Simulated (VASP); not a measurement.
# Hg (I4_1/amd) in VASP: single point with PBEsol

Aim: the single point of Hg with PBEsol.

Everything below comes from runs of VASP 6.6.1. Logs are shortened: lines on timing, memory, paths and dates and some standing lists are left out, and cuts for length are marked.

## (1) The cell of the first run

It takes space group I4_1/amd (No. 141, tetragonal). The conventional cell has a = 4.898 Å, b = 4.898 Å, c = 2.551 Å, α = 90.00°, β = 90.00°, γ = 90.00°. Within 3.3 Å of Hg (site symmetry -4m2) lie 10 Hg at 2.53 to 3.11 Å.

## (2) Single point, PBEsol

File INCAR:

```
ALGO = Normal
EDIFF = 1E-6
ENCUT = 520
GGA = PS
ISIF = 2
ISMEAR = -1
LASPH = True
LCHARG = True
LELF = True
LREAL = False
LVHAR = True
LWAVE = False
NBANDS = 19
NELM = 80
PREC = Accurate
SIGMA = 0.08
```

File KPOINTS:

```
k-points
0
Gamma
  17 17 17
```

File POSCAR:

```
Hg
1.0
   -2.4490090862      2.4490090862      1.2753580584
    2.4490090862     -2.4490090862      1.2753580584
    2.4490090862      2.4490090862     -1.2753580584
Hg
2
Direct
   -0.3750000000     -0.1250000000     -0.2500000000
    0.3750000000      0.1250000000      0.2500000000
```

Potentials or basis: VASP PAW PBE potentials, release 64 (Hg).

The run is started by

```sh
$ cat potpaw_PBE.64/Hg/POTCAR > POTCAR
$ mpirun -np 1 vasp_std > vasp.out
```

OUTCAR:

```text
EDIFF = 1E-6
   ENCUT = 520
   GGA = PS
   ISIF = 2
   ISMEAR = -1
   LASPH = True
   LREAL = False
   NELM = 80
   PREC = Accurate

 ion  position               nearest neighbor table
   1  0.625  0.875  0.750-   2 2.53   2 2.53   2 2.53   2 2.53   2 3.11   2 3.11   2 3.11   2 3.11

   2  0.375  0.125  0.250-   1 2.53   1 2.53   1 2.53   1 2.53   1 3.11   1 3.11   1 3.11   1 3.11

  LATTYP: Found a body centered tetragonal cell.
 ALAT       =     4.8980181724
 C/A-ratio  =     0.5207649353

  Lattice vectors:

 A1 = (  -2.4490090862,   2.4490090862,   1.2753580584)
 A2 = (   2.4490090862,  -2.4490090862,   1.2753580584)
 A3 = (   2.4490090862,   2.4490090862,  -1.2753580584)

Analysis of symmetry for initial positions (statically):
=====================================================================
 Subroutine PRICEL returns:
 Original cell was already a primitive cell.

 Routine SETGRP: Setting up the symmetry group for a
 body centered tetragonal supercell.

 Subroutine GETGRP returns: Found 16 space group operations
 (whereof  4 operations were pure point group operations)
 out of a pool of 16 trial point group operations.

The static configuration has the point symmetry C_2h.
 The point group associated with its full space group is D_4h.

Analysis of symmetry for dynamics (positions and initial velocities):
=====================================================================
 Subroutine PRICEL returns:
 Original cell was already a primitive cell.

 Routine SETGRP: Setting up the symmetry group for a
 body centered tetragonal supercell.

 Subroutine GETGRP returns: Found 16 space group operations
 (whereof  4 operations were pure point group operations)
 out of a pool of 16 trial point group operations.

The dynamic configuration has the point symmetry C_2h.
 The point group associated with its full space group is D_4h.

 Subroutine INISYM returns: Found 16 space group operations
 (whereof  4 operations are pure point group operations),
 and found     1 'primitive' translations

----------------------------------------------------------------------------------------

                                     Primitive cell

  volume of cell :      30.5966

  direct lattice vectors                    reciprocal lattice vectors
    -2.449009086  2.449009086  1.275358058     0.000000000  0.204164208  0.392046764
     2.449009086 -2.449009086  1.275358058     0.204164208  0.000000000  0.392046764
     2.449009086  2.449009086 -1.275358058     0.204164208  0.204164208  0.000000000

  length of vectors
     3.690776231  3.690776231  3.690776231     0.442022272  0.442022272  0.288731792

  position of ions in fractional coordinates (direct lattice)
     0.625000000  0.875000000  0.750000000
     0.375000000  0.125000000  0.250000000

  ion indices of the primitive-cell ions
   primitive index   ion index
                 1           1
                 2           2

----------------------------------------------------------------------------------------

 KPOINTS: k-points

Automatic generation of k-mesh.
 Grid dimensions read from file:
 generate k-points for:   17   17   17

 Generating k-lattice:

  Cartesian coordinates                     Fractional coordinates (reciprocal lattice)
     0.000000000  0.012009659  0.023061574     0.058823529  0.000000000  0.000000000
     0.012009659  0.000000000  0.023061574     0.000000000  0.058823529  0.000000000
     0.012009659  0.012009659  0.000000000     0.000000000  0.000000000  0.058823529

  Length of vectors
     0.026001310  0.026001310  0.016984223

  Shift w.r.t. Gamma in fractional coordinates (k-lattice)
     0.000000000  0.000000000  0.000000000

 Subroutine IBZKPT returns following result:
 ===========================================

 Found    405 irreducible k-points:

 Following reciprocal coordinates:
            Coordinates               Weight
  0.000000  0.000000  0.000000      1.000000
  0.058824  0.000000 -0.000000      8.000000
  0.117647  0.000000 -0.000000      8.000000
  0.176471  0.000000 -0.000000      8.000000
  0.235294  0.000000 -0.000000      8.000000
  0.294118  0.000000 -0.000000      8.000000
[... 16 lines left out ...]
 -0.176471  0.058824  0.000000     16.000000
 -0.117647  0.058824  0.000000     16.000000
 [... further k-points ...]
   k-points           NKPTS =    405   k-points in BZ     NKDIM =    405   number of bands    NBANDS=     19
   number of dos      NEDOS =    301   number of ions     NIONS =      2
   total plane-waves  NPLWV =  21952
   dimension x,y,z NGX =    28 NGY =   28 NGZ =   28
   dimension x,y,z NGXF=    56 NGYF=   56 NGZF=   56
   ions per type =               2
   NGX,Y,Z   is equivalent  to a cutoff of  12.61, 12.61, 12.61 a.u.
   NGXF,Y,Z  is equivalent  to a cutoff of  25.22, 25.22, 25.22 a.u.
 SYSTEM =  unknown system
   PREC   = accura    normal or accurate (medium, high low for compatibility)
   ISTART =      0    job   : 0-new  1-cont  2-samecut
   ICHARG =      2    charge: 1-file 2-atom 10-const
   ISPIN  =      1    spin polarized calculation?
   LNONCOLLINEAR =      F non collinear calculations
   LSORBIT =      F    spin-orbit coupling
   LASPH  =      T    aspherical Exc in radial PAW
   ENCUT  =  520.0 eV  38.22 Ry    6.18 a.u.   6.86  6.86  6.86*2*pi/ulx,y,z
   NELM   =     80;   NELMIN=  2; NELMDL= -5     # of ELM steps
   EDIFF  = 0.1E-05   stopping-criterion for ELM
   LREAL  =      F    real-space projection
   EDIFFG = 0.1E-04   stopping-criterion for IOM
   NSW    =      0    number of steps for IOM
   IBRION =     -1    ionic relax: 0-MD 1-quasi-New 2-CG
   NFREE  =      0    steps in history (QN), initial steepest desc. (CG)
   ISIF   =      2    stress and relaxation
   ISYM   =      2    0-nonsym 1-usesym 2-fastsym
   POTIM  = 0.5000    time-step for ionic-motion
   TEBEG  =    0.0;   TEEND  =   0.0 temperature during run
   PSTRESS=    0.0 pullay stress
   NELECT =      24.0000    total number of electrons
   NUPDOWN=      -1.0000    fix difference up-down
   EMIN   =  10.00;   EMAX   =-10.00  energy-range for DOS
   EFERMI =   0.00;   METHOD = LEGACY
   ISMEAR =    -1;   SIGMA  =   0.08  broadening in eV -4-tet -1-fermi 0-gaus
   EFERMI_NEDOS =   21; number of points for ismear=-14 and -15
   IALGO  =     38    algorithm
   IMIX   =      4    mixing-type and parameters
     AMIX     =   0.40;   BMIX     =  1.00
     AMIX_MAG =   1.60;   BMIX_MAG =  1.00
  volume/ion in A,a.u.               =      15.30       103.24
  Fermi-wavevector in a.u.,A,eV,Ry     =   1.509805  2.853118 31.014643  2.279512
  Thomas-Fermi vector in A             =   2.620079
   LORBIT       =      0    0 simple, 1 ext, 2 COOP (PROOUT), +10 PAW based schemes
   GGA     = PS    functional components
   LHFCALC =     F    Hartree Fock is set to
   AEXX    =    0.0000 exact exchange contribution
   IVDW    =     0    specifies the selected vdW correction
   LEPSILON=     F    determine dielectric tensor
   LRPA    =     F    only Hartree local field effects (RPA)
 non-spin polarized calculation
  energy-cutoff  :      520.00
  volume of cell :       30.60
 maximum number of plane-waves:       840
   NGX = 13   NGY = 13   NGZ = 13

 number of electron      23.9999996 magnetization

 Free energy of the ion-electron system (eV)
  ---------------------------------------------------
  ext. energy  EPLUGINS =         0.00000000
  ---------------------------------------------------
  free energy    TOTEN  =         2.37111528 eV

  energy without entropy =        2.38515343  energy(sigma->0) =        2.37813436

 E-fermi :   7.7599     XC(G=0): -13.4858

 val. band max:        7.7582741118   @ k =  -0.3529  -0.3529   0.2941
 cond. band min:       7.7738498446   @ k =  -0.0588   0.3529   0.0588
 fundamental gap:      0.0155757328
 Fermi energy:         7.7599112568

 k-point     1 :       0.0000    0.0000    0.0000
  band No.  band energies     occupation
      1      -6.4785      2.00000
      2      -4.3684      2.00000
      3      -4.1757      2.00000
      4      -3.9234      2.00000
      5      -3.4834      2.00000
      6      -0.1705      2.00000
[... 11 lines left out ...]
     18      26.4163      0.00000
     19      27.4620      0.00000

 k-point     2 :       0.0588    0.0000   -0.0000
  band No.  band energies     occupation
      1      -6.3408      2.00000
      2      -4.3133      2.00000
      3      -4.1684      2.00000
      4      -3.7610      2.00000
      5      -3.3987      2.00000
      6      -0.4736      2.00000
[... 11 lines left out ...]
     18      25.0637      0.00000
     19      25.6684      0.00000

 k-point     3 :       0.1176    0.0000   -0.0000
  band No.  band energies     occupation
      1      -5.9445      2.00000
      2      -4.1543      2.00000
      3      -4.0945      2.00000
      4      -3.3500      2.00000
      5      -3.1473      2.00000
      6      -0.9671      2.00000
[... 11 lines left out ...]
     18      22.5487      0.00000
     19      23.9351      0.00000

 k-point     4 :       0.1765    0.0000   -0.0000
  band No.  band energies     occupation
      1      -5.3498      2.00000
      2      -3.9537      2.00000
      3      -3.9129      2.00000
      4      -2.8484      2.00000
      5      -2.6791      2.00000
      6      -1.5298      2.00000
[... 11 lines left out ...]
     18      22.1707      0.00000
     19      22.2914      0.00000

 k-point     5 :       0.2353    0.0000   -0.0000
  band No.  band energies     occupation
      1      -4.6907      2.00000
      2      -3.8045      2.00000
      3      -3.6441      2.00000
      4      -2.4577      2.00000
      5      -2.0657      2.00000
      6      -2.0392      2.00000
[... 11 lines left out ...]
     18      20.4900      0.00000
     19      20.8397      0.00000

 k-point     6 :       0.2941    0.0000   -0.0000
  band No.  band energies     occupation
      1      -4.1843      2.00000
      2      -3.7199      2.00000
      3      -3.4941      2.00000
      4      -2.3125      2.00000
      5      -2.2855      2.00000
      6      -1.7865      2.00000
[... 11 lines left out ...]
     18      19.1894      0.00000
     19      19.7509      0.00000

 k-point     7 :       0.3529    0.0000   -0.0000
  band No.  band energies     occupation
      1      -4.0354      2.00000
      2      -3.6086      2.00000
      3      -3.5693      2.00000
      4      -2.6234      2.00000
      5      -2.2007      2.00000
      6      -1.2457      2.00000
[... 11 lines left out ...]
     18      20.3006      0.00000
     19      20.8088      0.00000

 k-point     8 :       0.4118    0.0000   -0.0000
  band No.  band energies     occupation
      1      -4.0720      2.00000
      2      -3.8086      2.00000
      3      -3.3796      2.00000
      4      -2.9853      2.00000
      5      -1.9137      2.00000
      6      -1.4464      2.00000
[... 256 lines left out ...]
 k-point    20 :      -0.3529    0.0588    0.0000
  band No.  band energies     occupation
      1      -4.0852      2.00000
      2      -3.7007      2.00000
      3      -3.3993      2.00000
      4      -2.4729      2.00000
      5      -2.1046      2.00000
      6      -1.6791      2.00000
[... 11 lines left out ...]
     18      20.2020      0.00000
     19      20.7035      0.00000

 k-point    21 :      -0.2941    0.0588    0.0000
  band No.  band energies     occupation
      1      -4.5227      2.00000
      2      -3.7346      2.00000
      3      -3.5257      2.00000
      4      -2.5072      2.00000
      5      -2.2204      2.00000
      6      -1.8682      2.00000
[... 11 lines left out ...]
     18      20.1653      0.00000
     19      21.4744      0.00000

 k-point    22 :      -0.2353    0.0588    0.0000
  band No.  band energies     occupation
      1      -5.1632      2.00000
      2      -3.8668      2.00000
      3      -3.7892      2.00000
      4      -2.9438      2.00000
      5      -2.7218      2.00000
      6      -1.4512      2.00000
[... 11 lines left out ...]
     18      21.7331      0.00000
     19      22.4947      0.00000

 k-point    23 :      -0.1765    0.0588    0.0000
  band No.  band energies     occupation
      1      -5.7879      2.00000
      2      -4.0571      2.00000
      3      -4.0165      2.00000
      4      -3.3907      2.00000
      5      -3.1788      2.00000
      6      -0.9245      2.00000
[... 11 lines left out ...]
     18      22.0348      0.00000
     19      23.4421      0.00000

 k-point    24 :      -0.1176    0.0588    0.0000
  band No.  band energies     occupation
      1      -6.2326      2.00000
      2      -4.2425      2.00000
      3      -4.1186      2.00000
      4      -3.7767      2.00000
      5      -3.4142      2.00000
      6      -0.4539      2.00000
[... 11 lines left out ...]
     18      24.4068      0.00000
     19      25.1190      0.00000

 [... further k-points ...]

------------------------ aborting loop because EDIFF is reached ----------------------------------------

  FORCE on cell =-STRESS in cart. coord.  units (eV):
  Direction    XX          YY          ZZ          XY          YZ          ZX
  --------------------------------------------------------------------------------------
  -------------------------------------------------------------------------------------
  Total       19.3152000     19.3152000     19.3935922      0.0000000     -0.0000000      0.0000000
  in kB     1011.4324383   1011.4324383   1015.5374122      0.0000000     -0.0000000      0.0000000
  external PRESSURE =    1012.8007630 kB  Pullay stress =       0.0000000 kB

 VOLUME and BASIS-vectors are now :
 -----------------------------------------------------------------------------
  energy-cutoff  :      520.00
  volume of cell :       30.60
      direct lattice vectors                 reciprocal lattice vectors
    -2.449009086  2.449009086  1.275358058     0.000000000  0.204164208  0.392046764
     2.449009086 -2.449009086  1.275358058     0.204164208  0.000000000  0.392046764
     2.449009086  2.449009086 -1.275358058     0.204164208  0.204164208  0.000000000

 POSITION                                       TOTAL-FORCE (eV/Angst)
 -----------------------------------------------------------------------------------
      2.44901      1.22450      0.95652        -0.000000      0.000000     -0.000000
      0.00000      1.22450      0.31884         0.000000     -0.000000      0.000000
 -----------------------------------------------------------------------------------
    total drift:                                0.000000      0.000000     -0.000000

  FREE ENERGIE OF THE ION-ELECTRON SYSTEM (eV)
  ---------------------------------------------------
  free  energy   TOTEN  =         2.3711152813 eV

  energy  without entropy=        2.3851534333  energy(sigma->0) =        2.37813436
```

Run time: 2.4 min. Hardware: 1 thread of Intel Xeon Platinum 8259CL at 2.50GHz (Skylake/Cascade Lake), shared host; peak memory 0.31 GiB.

What came out:

```
Free energy            : 2.3711 eV
Pressure               : 101.3 GPa
Band gap on the k mesh : zero (band 12 reaches 12.77 eV, above the bottom of band 13 at 6.03 eV)
```

Stress tensor (GPa, compression positive):
```
101.14   0.00   0.00
  0.00 101.14   0.00
  0.00   0.00 101.55
```

Levels at points of the mesh, in eV from the Fermi level:
| k point | band 8 | band 9 | band 10 | band 11 | band 12 | band 13 | band 14 | band 15 | band 16 | band 17 |
| --- | --- | --- | --- | --- | --- | --- | --- | --- | --- | --- |
| (0.00, 0.00, 0.00) | -7.88 | -7.88 | -6.81 | -5.71 | 0.48 | 0.48 | 5.06 | 9.79 | 13.04 | 13.04 |

Caveat: the PAW data sets were made with another functional, which shifts forces and pressure a little; spin-orbit coupling is left out, which moves the levels of the heavy elements.
